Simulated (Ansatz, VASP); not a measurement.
# One calculation of Lu, two programs

```xyz
1
Lattice="-1.7160 1.7160 2.4293 1.7160 -1.7160 2.4293 1.7160 1.7160 -2.4293" Properties=species:S:1:pos:R:3 pbc="T T T"
Lu    0.0000    0.0000    0.0000
```

Alike in both runs: functional PBE; k mesh 8 × 8 × 8; occupations gaussian, width 0.1 eV; no spin polarisation.

Ansatz relaxed the structure, and its values are those at the end. VASP's run is a single point on that final structure, the one shown.

```csv
,VASP,Ansatz
version,VASP 6.6.1,Ansatz 0.2.0
potentials or method,"VASP PAW PBE potentials, release 64 (Lu), cutoff 520 eV","scalar-relativistic, plane waves, PAW"
valence electrons in the cell,25,25
```

VASP gave:

```
gap on the k mesh at the Fermi level (eV) : none
pressure (GPa)                            : -0.1
```

Q: Which values does Ansatz return?

A: gap on the k mesh at the Fermi level (eV): none; pressure (GPa): 0.1.

A gap of «none» marks a metal or a gap that the smearing closes. The functional is the same, so the differences come from potentials, cutoffs and numerics.

Spin-orbit coupling is off throughout.
